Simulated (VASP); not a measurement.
# MnO (P6_3mc) in VASP: notebook

MnO is run at these levels: PBE; tasks: single point.

Program: VASP 6.6.1. These are calculated values, not measurements. Logs are shortened: lines on timing, memory, paths and dates and some standing lists are left out, and cuts for length are marked.

### 1 The cell of the first run

Symmetry: P6_3mc, No. 186, hexagonal system. The conventional cell has a = 3.372 Å, b = 3.372 Å, c = 5.386 Å, α = 90.00°, β = 90.00°, γ = 120.00°. Within 2.6 Å of Mn (site symmetry 3m) lie 4 O at 1.96 to 2.08 Å. O (site symmetry 3m) has 4 Mn at 1.96 to 2.08 Å within 2.6 Å.

### 2 Single point, PBE, collinear spin, ferromagnetic start

Contents of INCAR:

```
PREC = Accurate ; ENCUT = 520
EDIFF = 1E-7 ; ISMEAR = -1
SIGMA = 0.05 ; LREAL = False
LASPH = True ; NELM = 150
ALGO = Normal ; ISIF = 2
LWAVE = False ; LCHARG = True
ISPIN = 2 ; MAGMOM = 4 4 0 0
LORBIT = 11 ; LMAXMIX = 4
GGA = PE ; LELF = True
LVHAR = True ; NBANDS = 31
```

Contents of KPOINTS:

```
Automatic mesh
0
Gamma
  9 9 5
```

Contents of POSCAR:

```
MnO
1.0
    3.3717000000      0.0000000000      0.0000000000
   -1.6858500000      2.9199778539      0.0000000000
    0.0000000000      0.0000000000      5.3855000000
Mn O
2 2
Direct
    0.6666666667      0.3333333333      0.5109600000
    0.3333333333      0.6666666667      0.0109600000
    0.6666666667      0.3333333333      0.8754700000
    0.3333333333      0.6666666667      0.3754700000
```

Potentials or basis: VASP PAW PBE potentials, release 64 (Mn_pv, O).

On the command line:

```console
$ cat potpaw_PBE.64/Mn_pv/POTCAR potpaw_PBE.64/O/POTCAR > POTCAR
$ mpirun -np 1 vasp_std > vasp.out
```

OUTCAR:

```text
PREC = Accurate
   ENCUT = 520
   EDIFF = 1E-7
   ISMEAR = -1
   LREAL = False
   LASPH = True
   NELM = 150
   ISIF = 2
   ISPIN = 2
   LORBIT = 11
   GGA = PE

 ion  position               nearest neighbor table
   1  0.667  0.333  0.511-   3 1.96   4 2.08   4 2.08   4 2.08
   2  0.333  0.667  0.011-   4 1.96   3 2.08   3 2.08   3 2.08
   3  0.667  0.333  0.875-   1 1.96   2 2.08   2 2.08   2 2.08
   4  0.333  0.667  0.375-   2 1.96   1 2.08   1 2.08   1 2.08

  LATTYP: Found a hexagonal cell.
 ALAT       =     3.3717000000
 C/A-ratio  =     1.5972654744

  Lattice vectors:

 A1 = (   3.3717000000,   0.0000000000,   0.0000000000)
 A2 = (  -1.6858500000,   2.9199778539,   0.0000000000)
 A3 = (   0.0000000000,   0.0000000000,   5.3855000000)

Analysis of symmetry for initial positions (statically):
=====================================================================
 Subroutine PRICEL returns:
 Original cell was already a primitive cell.

 Routine SETGRP: Setting up the symmetry group for a
 hexagonal supercell.

 Subroutine GETGRP returns: Found 12 space group operations
 (whereof  6 operations were pure point group operations)
 out of a pool of 24 trial point group operations.

The static configuration has the point symmetry C_3v.
 The point group associated with its full space group is C_6v.

Analysis of symmetry for dynamics (positions and initial velocities):
=====================================================================
 Subroutine PRICEL returns:
 Original cell was already a primitive cell.

 Routine SETGRP: Setting up the symmetry group for a
 hexagonal supercell.

 Subroutine GETGRP returns: Found 12 space group operations
 (whereof  6 operations were pure point group operations)
 out of a pool of 24 trial point group operations.

The dynamic configuration has the point symmetry C_3v.
 The point group associated with its full space group is C_6v.

Analysis of structural, dynamic, and magnetic symmetry:
=====================================================================
 Subroutine PRICEL returns:
 Original cell was already a primitive cell.

 Routine SETGRP: Setting up the symmetry group for a
 hexagonal supercell.

 Subroutine GETGRP returns: Found 12 space group operations
 (whereof  6 operations were pure point group operations)
 out of a pool of 24 trial point group operations.

The overall configuration has the point symmetry C_3v.
 The point group associated with its full space group is C_6v.

 Subroutine INISYM returns: Found 12 space group operations
 (whereof  6 operations are pure point group operations),
 and found     1 'primitive' translations

----------------------------------------------------------------------------------------

                                     Primitive cell

  volume of cell :      53.0218

  direct lattice vectors                    reciprocal lattice vectors
     3.371700000  0.000000000  0.000000000     0.296586292  0.171234175  0.000000000
    -1.685850000  2.919977854  0.000000000     0.000000000  0.342468351  0.000000000
     0.000000000  0.000000000  5.385500000     0.000000000  0.000000000  0.185683781

  length of vectors
     3.371700000  3.371700000  5.385500000     0.342468351  0.342468351  0.185683781

  position of ions in fractional coordinates (direct lattice)
     0.666666667  0.333333333  0.510960000
     0.333333333  0.666666667  0.010960000
     0.666666667  0.333333333  0.875470000
     0.333333333  0.666666667  0.375470000

  ion indices of the primitive-cell ions
   primitive index   ion index
                 1           1
                 2           2
                 3           3
                 4           4

----------------------------------------------------------------------------------------

 KPOINTS: Automatic mesh

Automatic generation of k-mesh.
 Grid dimensions read from file:
 generate k-points for:    9    9    5

 Generating k-lattice:

  Cartesian coordinates                     Fractional coordinates (reciprocal lattice)
     0.032954032  0.019026019  0.000000000     0.111111111  0.000000000  0.000000000
     0.000000000  0.038052039  0.000000000     0.000000000  0.111111111  0.000000000
     0.000000000  0.000000000  0.037136756     0.000000000  0.000000000  0.200000000

  Length of vectors
     0.038052039  0.038052039  0.037136756

  Shift w.r.t. Gamma in fractional coordinates (k-lattice)
     0.000000000  0.000000000  0.000000000

 Subroutine IBZKPT returns following result:
 ===========================================

 Found     36 irreducible k-points:

 Following reciprocal coordinates:
            Coordinates               Weight
  0.000000  0.000000  0.000000      1.000000
  0.111111  0.000000  0.000000      6.000000
  0.222222  0.000000  0.000000      6.000000
  0.333333  0.000000  0.000000      6.000000
  0.444444  0.000000  0.000000      6.000000
  0.111111  0.111111  0.000000      6.000000
[... 16 lines left out ...]
  0.333333  0.222222  0.200000     24.000000
  0.333333  0.333333  0.200000      4.000000
 [... further k-points ...]
   k-points           NKPTS =     36   k-points in BZ     NKDIM =     36   number of bands    NBANDS=     31
   number of dos      NEDOS =    301   number of ions     NIONS =      4
   total plane-waves  NPLWV =  31360
   dimension x,y,z NGX =    28 NGY =   28 NGZ =   40
   dimension x,y,z NGXF=    56 NGYF=   56 NGZF=   80
   ions per type =               2   2
   NGX,Y,Z   is equivalent  to a cutoff of  13.81, 13.81, 12.35 a.u.
   NGXF,Y,Z  is equivalent  to a cutoff of  27.61, 27.61, 24.70 a.u.
 SYSTEM =  unknown system
   PREC   = accura    normal or accurate (medium, high low for compatibility)
   ISTART =      0    job   : 0-new  1-cont  2-samecut
   ICHARG =      2    charge: 1-file 2-atom 10-const
   ISPIN  =      2    spin polarized calculation?
   LNONCOLLINEAR =      F non collinear calculations
   LSORBIT =      F    spin-orbit coupling
   LASPH  =      T    aspherical Exc in radial PAW
   ENCUT  =  520.0 eV  38.22 Ry    6.18 a.u.   6.27  6.27 10.01*2*pi/ulx,y,z
   NELM   =    150;   NELMIN=  2; NELMDL= -5     # of ELM steps
   EDIFF  = 0.1E-06   stopping-criterion for ELM
   LREAL  =      F    real-space projection
   EDIFFG = 0.1E-05   stopping-criterion for IOM
   NSW    =      0    number of steps for IOM
   IBRION =     -1    ionic relax: 0-MD 1-quasi-New 2-CG
   NFREE  =      0    steps in history (QN), initial steepest desc. (CG)
   ISIF   =      2    stress and relaxation
   ISYM   =      2    0-nonsym 1-usesym 2-fastsym
   POTIM  = 0.5000    time-step for ionic-motion
   TEBEG  =    0.0;   TEEND  =   0.0 temperature during run
   PSTRESS=    0.0 pullay stress
   NELECT =      38.0000    total number of electrons
   NUPDOWN=      -1.0000    fix difference up-down
   EMIN   =  10.00;   EMAX   =-10.00  energy-range for DOS
   EFERMI =   0.00;   METHOD = LEGACY
   ISMEAR =    -1;   SIGMA  =   0.05  broadening in eV -4-tet -1-fermi 0-gaus
   EFERMI_NEDOS =   21; number of points for ismear=-14 and -15
   IALGO  =     38    algorithm
   IMIX   =      4    mixing-type and parameters
     AMIX     =   0.40;   BMIX     =  1.00
     AMIX_MAG =   1.60;   BMIX_MAG =  1.00
  volume/ion in A,a.u.               =      13.26        89.45
  Fermi-wavevector in a.u.,A,eV,Ry     =   1.465046  2.768535 29.202988  2.146359
  Thomas-Fermi vector in A             =   2.580949
   LORBIT       =     11    0 simple, 1 ext, 2 COOP (PROOUT), +10 PAW based schemes
   GGA     = PE    functional components
   LHFCALC =     F    Hartree Fock is set to
   AEXX    =    0.0000 exact exchange contribution
   IVDW    =     0    specifies the selected vdW correction
   LEPSILON=     F    determine dielectric tensor
   LRPA    =     F    only Hartree local field effects (RPA)
 spin polarized calculation
  energy-cutoff  :      520.00
  volume of cell :       53.02
 maximum number of plane-waves:      1442
 NGX is ok and might be reduce to    28
   NGX = 13   NGY = 13   NGZ = 21

 number of electron      38.0000000 magnetization      10.0140834

 number of electron      38.0000000 magnetization       9.9929120

 Free energy of the ion-electron system (eV)
  ---------------------------------------------------
  ext. energy  EPLUGINS =         0.00000000
  ---------------------------------------------------
  free energy    TOTEN  =       -32.77691365 eV

  energy without entropy =      -32.77436995  energy(sigma->0) =      -32.77564180

 E-fermi :   5.9066     XC(G=0): -10.5831

 val. band max:        5.8856547395   @ k =   0.0000   0.0000   0.0000
 cond. band min:       5.9552562232   @ k =   0.1111   0.0000   0.0000
 fundamental gap:      0.0696014838
 Fermi energy:         5.9065896907

 spin component 1

 k-point     1 :       0.0000    0.0000    0.0000
  band No.  band energies     occupation
      1     -44.7184      1.00000
      2     -44.7184      1.00000
      3     -44.7155      1.00000
      4     -44.7125      1.00000
      5     -44.7125      1.00000
      6     -44.6784      1.00000
[... 805 lines left out ...]
     30      14.5197      0.00000
     31      16.3999      0.00000

 [... further k-points ...]

 spin component 2

 k-point     1 :       0.0000    0.0000    0.0000
  band No.  band energies     occupation
      1     -40.0101      1.00000
      2     -39.9845      1.00000
      3     -39.9845      1.00000
      4     -39.9768      1.00000
      5     -39.9768      1.00000
      6     -39.9598      1.00000
[... 805 lines left out ...]
     30      16.3376      0.00000
     31      17.3652      0.00000

 [... further k-points ...]

------------------------ aborting loop because EDIFF is reached ----------------------------------------

  FORCE on cell =-STRESS in cart. coord.  units (eV):
  Direction    XX          YY          ZZ          XY          YZ          ZX
  --------------------------------------------------------------------------------------
  -------------------------------------------------------------------------------------
  Total        1.2397435      1.2397435      3.9931317      0.0000000      0.0000000     -0.0000000
  in kB       37.4617356     37.4617356    120.6617734      0.0000000      0.0000000     -0.0000000
  external PRESSURE =      65.1950816 kB  Pullay stress =       0.0000000 kB

 VOLUME and BASIS-vectors are now :
 -----------------------------------------------------------------------------
  energy-cutoff  :      520.00
  volume of cell :       53.02
      direct lattice vectors                 reciprocal lattice vectors
     3.371700000  0.000000000  0.000000000     0.296586292  0.171234175  0.000000000
    -1.685850000  2.919977854  0.000000000     0.000000000  0.342468351  0.000000000
     0.000000000  0.000000000  5.385500000     0.000000000  0.000000000  0.185683781

 POSITION                                       TOTAL-FORCE (eV/Angst)
 -----------------------------------------------------------------------------------
      1.68585      0.97333      2.75178        -0.000000      0.000000     -0.662709
     -0.00000      1.94665      0.05903         0.000000     -0.000000     -0.662709
      1.68585      0.97333      4.71484        -0.000000      0.000000      0.662709
     -0.00000      1.94665      2.02209         0.000000     -0.000000      0.662709
 -----------------------------------------------------------------------------------
    total drift:                               -0.000000     -0.000000      0.001407

  FREE ENERGIE OF THE ION-ELECTRON SYSTEM (eV)
  ---------------------------------------------------
  free  energy   TOTEN  =       -32.7769136501 eV

  energy  without entropy=      -32.7743699502  energy(sigma->0) =      -32.77564180

 total charge

# of ion       s       p       d       tot
------------------------------------------
    1        0.241   6.230   4.957  11.428
    2        0.241   6.230   4.957  11.428
    3        1.555   3.463   0.000   5.018
    4        1.555   3.463   0.000   5.018
--------------------------------------------------
tot          3.593  19.386   9.914  32.893

 magnetization (x)

# of ion       s       p       d       tot
------------------------------------------
    1        0.038   0.063   4.312   4.413
    2        0.038   0.063   4.312   4.413
    3        0.020   0.185   0.000   0.205
    4        0.020   0.185   0.000   0.205
--------------------------------------------------
tot          0.115   0.496   8.625   9.235
```

Run time: 2.6 min. Hardware: 1 thread of AMD EPYC 9R14 (Zen 4), shared host; peak memory 0.21 GiB.

Results:

| Item | Value |
| --- | --- |
| Free energy | -32.7769 eV |
| Pressure | 6.5 GPa |
| Largest force | 0.663 eV/Å |
| Band gap on the k mesh | zero (filled and empty bands overlap) |
| Net moment | 9.99 μB per cell |
| Site moments | Mn +4.41; O +0.20 μB |
| Valence electrons inside the program's atomic spheres | Mn 11.43; O 5.02 |

Forces in eV/Å, atoms in the order of the input:
```
Mn   0.000  0.000 -0.663
Mn   0.000  0.000 -0.663
O    0.000  0.000  0.663
O    0.000  0.000  0.663
```

Caveat: the stress differs along the axes, from 4 to 12 GPa; semilocal functionals often make such compounds metallic where correlation or magnetic order opens a gap, which also shifts bond lengths; the run started ferromagnetic, and an antiferromagnetic order may lie lower in energy. With open d or f shells a metallic result of PBE can be an artefact of self-interaction; +U or a hybrid may open a gap.

### 3 Single point, PBE, collinear spin, antiferromagnetic start

Contents of INCAR:

```
SYSTEM = MnO
  PREC = Accurate
  ENCUT = 520
  EDIFF = 1E-7
  ISMEAR = -1
  SIGMA = 0.05
  LREAL = .False.
  LASPH = .True.
  NELM = 150
  ALGO = Normal
  ISIF = 2
  LWAVE = .False.
  LCHARG = .True.
  ISPIN = 2
  MAGMOM = 4 -4 0 0
  LORBIT = 11
  LMAXMIX = 4
  GGA = PE
  LELF = .True.
  LVHAR = .True.
  NBANDS = 31
```

Contents of KPOINTS:

```
Automatic mesh
0
Gamma
  9 9 5
  0 0 0
```

POSCAR is that of step 2.

Potentials or basis: VASP PAW PBE potentials, release 64 (Mn_pv, O).

On the command line:

```console
$ cat potpaw_PBE.64/Mn_pv/POTCAR potpaw_PBE.64/O/POTCAR > POTCAR
$ mpirun -np 1 vasp_std > vasp.out
```

It took 2.6 min on 1 thread of AMD EPYC 9R14 (Zen 4), shared host; peak memory 0.21 GiB.

Results (log left out):

```yaml
Free_energy: -33.3208 eV
Pressure: 0.0 GPa
Largest_force: 0.108 eV/Å
Band_gap_on_the_k_mesh: zero (filled and empty bands overlap)
Net_moment: 0.00 μB per cell
Site_moments: Mn +4.23, -4.23; O -0.08, +0.08 μB
Valence_electrons_inside_the_program's_atomic_spheres: Mn 11.44; O 5.00
```

Forces in eV/Å, atoms in the order of the input:
```
Mn   0.000  0.000 -0.108
Mn   0.000  0.000 -0.108
O    0.000  0.000  0.108
O    0.000  0.000  0.108
```

Stress tensor (GPa, compression positive):
```
-0.21  0.00  0.00
 0.00 -0.21  0.00
 0.00  0.00  0.42
```

Levels at points of the mesh, in eV from the Fermi level:
Spin up:
```
           k point  band 17  band 18  band 19  band 20  band 21  band 22
(0.00, 0.00, 0.00)    -0.94    -0.28    -0.20    -0.20     2.05     2.05
```
Spin down:
| k point | band 17 | band 18 | band 19 | band 20 | band 21 | band 22 |
| --- | --- | --- | --- | --- | --- | --- |
| (0.00, 0.00, 0.00) | -0.94 | -0.28 | -0.20 | -0.20 | 2.05 | 2.05 |

Caveat: semilocal functionals often make such compounds metallic where correlation or magnetic order opens a gap, which also shifts bond lengths. With open d or f shells a metallic result of PBE can be an artefact of self-interaction; +U or a hybrid may open a gap.

### 4 Single point, PBE, collinear spin, ferrimagnetic start

Contents of INCAR:

```
SYSTEM = MnO
PREC = Accurate
ENCUT = 520
EDIFF = 1E-6
ISMEAR = -1
SIGMA = 0.05
LREAL = .False.
LASPH = .True.
NELM = 150
ALGO = Normal
ISIF = 2
LWAVE = .False.
LCHARG = .False.
ISPIN = 2
MAGMOM = 4 -2 0 0
LORBIT = 11
LMAXMIX = 4
GGA = PE
NBANDS = 31
```

Contents of KPOINTS:

```
regular mesh
0
Gamma
  9 9 5
  0 0 0
```

POSCAR is that of step 3.

On the command line:

```console
$ cat potpaw_PBE.64/Mn_pv/POTCAR potpaw_PBE.64/O/POTCAR > POTCAR
$ mpirun -np 1 vasp_std > vasp.out
```

Wall time 3.4 min (1 thread of AMD EPYC 9R14 (Zen 4), shared host); peak memory 0.24 GiB.

Results (log left out):

| Item | Value |
| --- | --- |
| Free energy | -33.3208 eV |
| Pressure | 0.0 GPa |
| Largest force | 0.108 eV/Å |
| Band gap on the k mesh | zero (filled and empty bands overlap) |
| Net moment | 0.00 μB per cell |
| Site moments | Mn +4.23, -4.23; O -0.07, +0.08 μB |
| Valence electrons inside the program's atomic spheres | Mn 11.44; O 5.00 |

Forces in eV/Å, atoms in the order of the input:
```
Mn   0.000  0.000 -0.108
Mn   0.000  0.000 -0.108
O    0.000  0.000  0.108
O    0.000  0.000  0.108
```

Stress tensor (GPa, compression positive):
```
-0.19  0.00  0.00
 0.00 -0.19  0.00
 0.00  0.00  0.43
```

Levels at points of the mesh, in eV from the Fermi level:
Spin up:
```
           k point  band 17  band 18  band 19  band 20  band 21  band 22
(0.00, 0.00, 0.00)    -0.94    -0.28    -0.20    -0.20     2.05     2.05
```
Spin down:
```tsv
k point	band 15	band 16	band 17	band 18	band 19	band 20	band 21	band 22	band 23	band 24
(0.00, 0.00, 0.00)	-2.12	-2.12	-0.94	-0.28	-0.20	-0.20	2.05	2.05	2.98	3.43
```

Caveat: semilocal functionals often make such compounds metallic where correlation or magnetic order opens a gap, which also shifts bond lengths.

### 5 Summary

```tsv
spin	gap on the mesh (eV)	pressure (GPa)	moment (μB)	largest force (eV/Å)
collinear, ferromagnetic start	none	6.5	9.99	0.66
collinear, antiferromagnetic start	none	0.0	0.00	0.11
collinear, ferrimagnetic start	none	0.0	0.00	0.11
```

Alike in all rows: task single point; level PBE; potentials or basis VASP PAW PBE potentials, release 64 (Mn_pv, O); cell as given; k mesh 9 × 9 × 5; cutoff (eV) 520; smearing fermi-dirac 0.05 eV.

Caveats: semilocal functionals often make such compounds metallic where correlation or magnetic order opens a gap, which also shifts bond lengths; the stress differs along the axes, from 4 to 12 GPa (at least some runs); the run started ferromagnetic, and an antiferromagnetic order may lie lower in energy (at least some runs).

Total energies depend on the potentials used, so only differences within one code and one set of settings carry meaning.

The gap in the log of VASP goes by the Fermi energy; the results here count the filled bands.